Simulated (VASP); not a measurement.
Set up this calculation in VASP 6.6.1, as the native input.

```yaml
Task: relaxation of cell and atoms
Functional: PBE
Potentials_or_basis: VASP PAW PBE potentials, release 64 (Re)
Cutoff: 600 eV
k_mesh: 17 × 17 × 17
Occupations: fermi-dirac, width 0.08 eV
Spin: no spin polarisation
Dipole_correction: no
Further_INCAR_settings: ALGO = Normal; EDIFF = 1e-07; IBRION = 2; EDIFFG = -0.005; NSW = 60; ISIF = 3
```

The structure of Re lies in POSCAR:

```
Re
1.0
    0.0000000000      1.9554744261      1.9554744261
    1.9554744261      0.0000000000      1.9554744261
    1.9554744261      1.9554744261      0.0000000000
Re
1
Direct
    0.0000000000      0.0000000000      0.0000000000
```

One way to write it, as run:

INCAR

```
  PREC = Accurate
  ENCUT = 600
  EDIFF = 1E-7
  ISMEAR = -1
  SIGMA = 0.08
  LREAL = False
  LASPH = True
  NELM = 80
  ALGO = Normal
  ISIF = 3
  LWAVE = False
  LCHARG = False
  GGA = PE
  IBRION = 2
  NSW = 60
  EDIFFG = -0.005
```

KPOINTS

```
regular mesh
0
Gamma
  17 17 17
```

Potentials or basis: VASP PAW PBE potentials, release 64 (Re).

The run is started by

```bash
$ cat potpaw_PBE.64/Re/POTCAR > POTCAR
$ mpirun -np 1 vasp_std > vasp.out
```

Results of the run:

```yaml
Relaxed_volume: 14.98 Å³/atom
Relaxed_cell: a = 2.767 Å, b = 2.767 Å, c = 2.767 Å, α = 60.00°, β = 60.00°, γ = 60.00°
Space_group_after_relaxing_to_0.05_Å: Fm-3m (No. 225)
Energy_gained_by_relaxing: 0.1 meV/atom
Ionic_steps: 3
Pressure_after_relaxing: 0.0 GPa
```

Wall time 22 s on 1 thread of Intel(R) Xeon(R) 6975P-C (Granite Rapids) (shared host), peak memory 0.16 GiB.
